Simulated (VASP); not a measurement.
# LaW (P4/mmm) in VASP: a series of runs

The runs below take LaW through single point, with PBE.

Everything below comes from runs of VASP 6.6.1. Logs are shortened: lines on timing, memory, paths and dates and some standing lists are left out, and cuts for length are marked.

### Step 1. The cell of the first run

Symmetry: P4/mmm, No. 123, tetragonal system. The conventional cell has a = 3.311 Å, b = 3.311 Å, c = 4.744 Å, α = 90.00°, β = 90.00°, γ = 90.00°. Within 4.4 Å of W (site symmetry 4/mmm) lie 4 W at 3.31 Å and 8 La at 3.33 Å. Within 4.4 Å of La (site symmetry 4/mmm) lie 4 La at 3.31 Å and 8 W at 3.33 Å.

### Step 2. Single point, PBE, collinear spin, antiferromagnetic start

INCAR

```
PREC     = Accurate       # precision mode
ENCUT    = 500            # plane-wave cutoff, eV
EDIFF    = 1E-6           # SCF threshold, eV
ISMEAR   = 1              # smearing method
SIGMA    = 0.15           # smearing width, eV
LREAL    = F              # projectors in reciprocal space
LASPH    = T              # aspherical terms in the spheres
NELM     = 200            # most SCF steps
ALGO     = Normal         # electronic algorithm
ISIF     = 2              # what is computed and relaxed
LWAVE    = F              # write WAVECAR
LCHARG   = F              # write CHGCAR
ISPIN    = 2              # spin polarisation
MAGMOM   = 0.5 -0.5 0 0   # initial moments
LORBIT   = 11             # projections on sites
LMAXMIX  = 6              # l up to which the mixer works
GGA      = PE             # functional
NBANDS   = 37             # bands
GGA_COMPAT= F
```

KPOINTS

```
regular mesh
0
Gamma
  1 1 1
```

POSCAR

```
LaW
1.0
    4.6825540000      0.0000000000      0.0000000000
    0.0000000000      4.6825540000      0.0000000000
    0.0000000000      0.0000000000      4.7444410000
W La
2 2
Direct
    0.0000000000      0.0000000000      0.0000000000
    0.5000000000      0.5000000000      0.0000000000
    0.5000000000      0.0000000000      0.5000000000
    0.0000000000      0.5000000000      0.5000000000
```

Potentials or basis: VASP PAW PBE potentials, release 64 (W_sv, La).

Started as:

```sh
cat potpaw_PBE.64/W_sv/POTCAR potpaw_PBE.64/La/POTCAR > POTCAR
mpirun -np 1 vasp_gam > vasp.out
```

OUTCAR:

```text
PREC = Accurate
   ENCUT = 500
   EDIFF = 1E-6
   ISMEAR = 1
   LREAL = F
   LASPH = T
   NELM = 200
   ISIF = 2
   ISPIN = 2
   LORBIT = 11
   GGA = PE

 ion  position               nearest neighbor table
   1  0.000  0.000  0.000-   2 3.31   2 3.31   2 3.31   2 3.31   4 3.33   3 3.33   4 3.33   4 3.33
                             4 3.33   3 3.33   3 3.33   3 3.33
   2  0.500  0.500  0.000-   1 3.31   1 3.31   1 3.31   1 3.31   4 3.33   3 3.33   3 3.33   3 3.33
                             4 3.33   4 3.33   4 3.33   3 3.33
   3  0.500  0.000  0.500-   4 3.31   4 3.31   4 3.31   4 3.31   2 3.33   2 3.33   2 3.33   2 3.33
                             1 3.33   1 3.33   1 3.33   1 3.33
   4  0.000  0.500  0.500-   3 3.31   3 3.31   3 3.31   3 3.31   2 3.33   1 3.33   2 3.33   1 3.33
                             2 3.33   1 3.33   2 3.33   1 3.33

  LATTYP: Found a simple tetragonal cell.
 ALAT       =     4.6825540000
 C/A-ratio  =     1.0132165054

  Lattice vectors:

 A1 = (   4.6825540000,   0.0000000000,   0.0000000000)
 A2 = (   0.0000000000,   4.6825540000,   0.0000000000)
 A3 = (   0.0000000000,   0.0000000000,   4.7444410000)

Analysis of symmetry for initial positions (statically):
=====================================================================
 Subroutine PRICEL returns following result:

  LATTYP: Found a simple tetragonal cell.
 ALAT       =     3.3110656867
 C/A-ratio  =     1.4329045235

  Lattice vectors:

 A1 = (   2.3412770000,  -2.3412770000,   0.0000000000)
 A2 = (   2.3412770000,   2.3412770000,   0.0000000000)
 A3 = (   0.0000000000,   0.0000000000,   4.7444410000)

   2 primitive cells build up your supercell.

 Routine SETGRP: Setting up the symmetry group for a
 simple tetragonal supercell.

 Subroutine GETGRP returns: Found 16 space group operations
 (whereof 16 operations were pure point group operations)
 out of a pool of 16 trial point group operations.

The static configuration has the point symmetry D_4h.

Analysis of symmetry for dynamics (positions and initial velocities):
=====================================================================
 Subroutine PRICEL returns following result:

  LATTYP: Found a simple tetragonal cell.
 ALAT       =     3.3110656867
 C/A-ratio  =     1.4329045235

  Lattice vectors:

 A1 = (   2.3412770000,  -2.3412770000,   0.0000000000)
 A2 = (   2.3412770000,   2.3412770000,   0.0000000000)
 A3 = (   0.0000000000,   0.0000000000,   4.7444410000)

   2 primitive cells build up your supercell.

 Routine SETGRP: Setting up the symmetry group for a
 simple tetragonal supercell.

 Subroutine GETGRP returns: Found 16 space group operations
 (whereof 16 operations were pure point group operations)
 out of a pool of 16 trial point group operations.

The dynamic configuration has the point symmetry D_4h.

Analysis of structural, dynamic, and magnetic symmetry:
=====================================================================
 Subroutine PRICEL returns following result:

  LATTYP: Found a simple tetragonal cell.
 ALAT       =     3.3110656867
 C/A-ratio  =     1.4329045235

  Lattice vectors:

 A1 = (   2.3412770000,  -2.3412770000,   0.0000000000)
 A2 = (   2.3412770000,   2.3412770000,   0.0000000000)
 A3 = (   0.0000000000,   0.0000000000,   4.7444410000)

   2 primitive cells build up your supercell.

 Routine SETGRP: Setting up the symmetry group for a
 simple tetragonal supercell.

 Subroutine GETGRP returns: Found 16 space group operations
 (whereof 16 operations were pure point group operations)
 out of a pool of 16 trial point group operations.

The overall configuration has the point symmetry D_4h.

 Subroutine INISYM returns: Found 16 space group operations
 (whereof 16 operations are pure point group operations),
 and found     2 'primitive' translations

----------------------------------------------------------------------------------------

                                     Primitive cell

  volume of cell :      52.0140

  direct lattice vectors                    reciprocal lattice vectors
     2.341277000 -2.341277000  0.000000000     0.213558669 -0.213558669  0.000000000
     2.341277000  2.341277000  0.000000000     0.213558669  0.213558669  0.000000000
     0.000000000  0.000000000  4.744441000     0.000000000  0.000000000  0.210772987

  length of vectors
     3.311065687  3.311065687  4.744441000     0.302017566  0.302017566  0.210772987

  position of ions in fractional coordinates (direct lattice)
     0.000000000  0.000000000  0.000000000
     0.500000000  0.500000000  0.500000000

  ion indices of the primitive-cell ions
   primitive index   ion index
                 1           1
                 2           3

----------------------------------------------------------------------------------------

 KPOINTS: regular mesh

Automatic generation of k-mesh.
 Grid dimensions read from file:
 generate k-points for:    1    1    1

 Generating k-lattice:

  Cartesian coordinates                     Fractional coordinates (reciprocal lattice)
     0.213558669  0.000000000  0.000000000     1.000000000  0.000000000  0.000000000
     0.000000000  0.213558669  0.000000000     0.000000000  1.000000000  0.000000000
     0.000000000  0.000000000  0.210772987     0.000000000  0.000000000  1.000000000

  Length of vectors
     0.213558669  0.213558669  0.210772987

  Shift w.r.t. Gamma in fractional coordinates (k-lattice)
     0.000000000  0.000000000  0.000000000

 Subroutine IBZKPT returns following result:
 ===========================================

 Found      1 irreducible k-points:

 Following reciprocal coordinates:
            Coordinates               Weight
  0.000000  0.000000  0.000000      1.000000
   k-points           NKPTS =      1   k-points in BZ     NKDIM =      1   number of bands    NBANDS=     37
   number of dos      NEDOS =    301   number of ions     NIONS =      4
   total plane-waves  NPLWV =  46656
   dimension x,y,z NGX =    36 NGY =   36 NGZ =   36
   dimension x,y,z NGXF=    72 NGYF=   72 NGZF=   72
   ions per type =               2   2
   NGX,Y,Z   is equivalent  to a cutoff of  12.78, 12.78, 12.61 a.u.
   NGXF,Y,Z  is equivalent  to a cutoff of  25.56, 25.56, 25.23 a.u.
 SYSTEM =  unknown system
   PREC   = accura    normal or accurate (medium, high low for compatibility)
   ISTART =      0    job   : 0-new  1-cont  2-samecut
   ICHARG =      2    charge: 1-file 2-atom 10-const
   ISPIN  =      2    spin polarized calculation?
   LNONCOLLINEAR =      F non collinear calculations
   LSORBIT =      F    spin-orbit coupling
   LASPH  =      T    aspherical Exc in radial PAW
   ENCUT  =  500.0 eV  36.75 Ry    6.06 a.u.   8.54  8.54  8.65*2*pi/ulx,y,z
   NELM   =    200;   NELMIN=  2; NELMDL= -5     # of ELM steps
   EDIFF  = 0.1E-05   stopping-criterion for ELM
   LREAL  =      F    real-space projection
   EDIFFG = 0.1E-04   stopping-criterion for IOM
   NSW    =      0    number of steps for IOM
   IBRION =     -1    ionic relax: 0-MD 1-quasi-New 2-CG
   NFREE  =      0    steps in history (QN), initial steepest desc. (CG)
   ISIF   =      2    stress and relaxation
   ISYM   =      2    0-nonsym 1-usesym 2-fastsym
   POTIM  = 0.5000    time-step for ionic-motion
   TEBEG  =    0.0;   TEEND  =   0.0 temperature during run
   PSTRESS=    0.0 pullay stress
   NELECT =      50.0000    total number of electrons
   NUPDOWN=      -1.0000    fix difference up-down
   EMIN   =  10.00;   EMAX   =-10.00  energy-range for DOS
   EFERMI =   0.00;   METHOD = LEGACY
   ISMEAR =     1;   SIGMA  =   0.15  broadening in eV -4-tet -1-fermi 0-gaus
   EFERMI_NEDOS =   21; number of points for ismear=-14 and -15
   IALGO  =     38    algorithm
   IMIX   =      4    mixing-type and parameters
     AMIX     =   0.40;   BMIX     =  1.00
     AMIX_MAG =   1.60;   BMIX_MAG =  1.00
  volume/ion in A,a.u.               =      26.01       175.50
  Fermi-wavevector in a.u.,A,eV,Ry     =   1.282374  2.423335 22.374542  1.644482
  Thomas-Fermi vector in A             =   2.414689
   LORBIT       =     11    0 simple, 1 ext, 2 COOP (PROOUT), +10 PAW based schemes
   GGA     = PE    functional components
   LHFCALC =     F    Hartree Fock is set to
   AEXX    =    0.0000 exact exchange contribution
   IVDW    =     0    specifies the selected vdW correction
   LEPSILON=     F    determine dielectric tensor
   LRPA    =     F    only Hartree local field effects (RPA)
 spin polarized calculation
 Methfessel and Paxton  Order N= 1 SIGMA  =   0.15
  energy-cutoff  :      500.00
  volume of cell :      104.03
 maximum number of plane-waves:      1313
 NGX is ok and might be reduce to    36
   NGX = 17   NGY = 17   NGZ = 17

 number of electron      50.0000007 magnetization      -0.0000000

 number of electron      50.0000007 magnetization       0.0000000

 Free energy of the ion-electron system (eV)
  ---------------------------------------------------
  ext. energy  EPLUGINS =         0.00000000
  ---------------------------------------------------
  free energy    TOTEN  =       -43.22986685 eV

  energy without entropy =      -43.24964808  energy(sigma->0) =      -43.23646059

 E-fermi :   9.1495     XC(G=0): -11.0142

 val. band max:        9.0224576101   @ k =   0.0000   0.0000   0.0000
 cond. band min:       9.4998457052   @ k =   0.0000   0.0000   0.0000
 fundamental gap:      0.4773880951
 Fermi energy:         9.1495471603

 spin component 1

 k-point     1 :       0.0000    0.0000    0.0000
  band No.  band energies     occupation
      1     -65.1823      1.00000
      2     -65.1735      1.00000
      3     -29.6146      1.00000
      4     -29.6146      1.00000
      5     -29.4961      1.00000
      6     -29.4961      1.00000
      7     -28.9184      1.00000
      8     -28.8908      1.00000
      9     -23.6629      1.00000
     10     -23.1750      1.00000
     11      -8.0198      1.00000
     12      -8.0198      1.00000
     13      -7.3298      1.00000
     14      -6.7938      1.00000
     15      -6.3916      1.00000
     16      -6.3916      1.00000
     17       2.9047      1.00000
     18       5.4325      1.00000
     19       5.5893      1.00000
     20       5.9889      1.00000
     21       6.2028      1.00000
     22       6.3148      1.00000
     23       6.3148      1.00000
     24       9.0225      1.00117
     25       9.0225      1.00117
     26       9.4998     -0.00234
     27      10.1845     -0.00000
     28      10.3033     -0.00000
     29      10.3033     -0.00000
     30      10.5905     -0.00000
     31      10.6049     -0.00000
     32      10.6472     -0.00000
     33      10.9731     -0.00000
     34      10.9731     -0.00000
     35      11.0369     -0.00000
     36      11.0369     -0.00000
     37      11.2491     -0.00000
 Fermi energy:         9.1495471603

 spin component 2

 k-point     1 :       0.0000    0.0000    0.0000
  band No.  band energies     occupation
      1     -65.1823      1.00000
      2     -65.1735      1.00000
      3     -29.6146      1.00000
      4     -29.6146      1.00000
      5     -29.4961      1.00000
      6     -29.4961      1.00000
      7     -28.9184      1.00000
      8     -28.8908      1.00000
      9     -23.6629      1.00000
     10     -23.1750      1.00000
     11      -8.0198      1.00000
     12      -8.0198      1.00000
     13      -7.3298      1.00000
     14      -6.7938      1.00000
     15      -6.3916      1.00000
     16      -6.3916      1.00000
     17       2.9047      1.00000
     18       5.4325      1.00000
     19       5.5893      1.00000
     20       5.9889      1.00000
     21       6.2028      1.00000
     22       6.3148      1.00000
     23       6.3148      1.00000
     24       9.0225      1.00117
     25       9.0225      1.00117
     26       9.4998     -0.00234
     27      10.1845     -0.00000
     28      10.3033     -0.00000
     29      10.3033     -0.00000
     30      10.5905     -0.00000
     31      10.6049     -0.00000
     32      10.6472     -0.00000
     33      10.9731     -0.00000
     34      10.9731     -0.00000
     35      11.0369     -0.00000
     36      11.0369     -0.00000
     37      11.2440     -0.00000

------------------------ aborting loop because EDIFF is reached ----------------------------------------

  FORCE on cell =-STRESS in cart. coord.  units (eV):
  Direction    XX          YY          ZZ          XY          YZ          ZX
  --------------------------------------------------------------------------------------
  -------------------------------------------------------------------------------------
  Total      -18.5674563    -18.5674563    -38.1700263      0.0000000      0.0000000     -0.0000000
  in kB     -285.9646524   -285.9646524   -587.8714944      0.0000000      0.0000000     -0.0000000
  external PRESSURE =    -386.6002664 kB  Pullay stress =       0.0000000 kB

 VOLUME and BASIS-vectors are now :
 -----------------------------------------------------------------------------
  energy-cutoff  :      500.00
  volume of cell :      104.03
      direct lattice vectors                 reciprocal lattice vectors
     4.682554000  0.000000000  0.000000000     0.213558669  0.000000000  0.000000000
     0.000000000  4.682554000  0.000000000     0.000000000  0.213558669  0.000000000
     0.000000000  0.000000000  4.744441000     0.000000000  0.000000000  0.210772987

 POSITION                                       TOTAL-FORCE (eV/Angst)
 -----------------------------------------------------------------------------------
      0.00000      0.00000      0.00000        -0.000000      0.000000     -0.000000
      2.34128      2.34128      0.00000         0.000000     -0.000000     -0.000000
      2.34128      0.00000      2.37222        -0.000000      0.000000     -0.000000
      0.00000      2.34128      2.37222        -0.000000      0.000000      0.000000
 -----------------------------------------------------------------------------------
    total drift:                                0.000000      0.000000      0.000000

  FREE ENERGIE OF THE ION-ELECTRON SYSTEM (eV)
  ---------------------------------------------------
  free  energy   TOTEN  =       -43.2298668464 eV

  energy  without entropy=      -43.2496480812  energy(sigma->0) =      -43.23646059

 total charge

# of ion       s       p       d       f       tot
--------------------------------------------------
    1        2.310   5.932   3.573   0.000  11.815
    2        2.310   5.932   3.573   0.000  11.815
    3        2.074   5.480   1.203   0.005   8.762
    4        2.074   5.480   1.203   0.005   8.762
--------------------------------------------------
tot          8.768  22.824   9.552   0.010  41.154

 magnetization (x)

# of ion       s       p       d       f       tot
--------------------------------------------------
    1       -0.000  -0.000  -0.000   0.000  -0.000
    2        0.000   0.000   0.000   0.000   0.000
    3        0.000   0.000   0.000   0.000   0.000
    4        0.000   0.000   0.000   0.000   0.000
--------------------------------------------------
tot          0.000   0.000   0.000   0.000   0.000
```

Wall time 48 s (1 thread of Intel Xeon 6975P-C, shared host); peak memory 0.24 GiB.

What came out:

* Free energy: -43.2299 eV
* Pressure: -38.7 GPa
* Band gap on the k mesh: 0.48 eV
* Net moment: 0.00 μB per cell
* Valence electrons inside the program's atomic spheres: W 11.81; La 8.76

Stress tensor (GPa, compression positive):
```
-28.60   0.00   0.00
  0.00 -28.60   0.00
  0.00   0.00 -58.79
```

Caveat: the k points lie up to 1.34 Å⁻¹ apart; spin-orbit coupling is left out, which moves the levels of the heavy elements. A k mesh can miss the band edges.

(Part 1 of 2 ends here.)
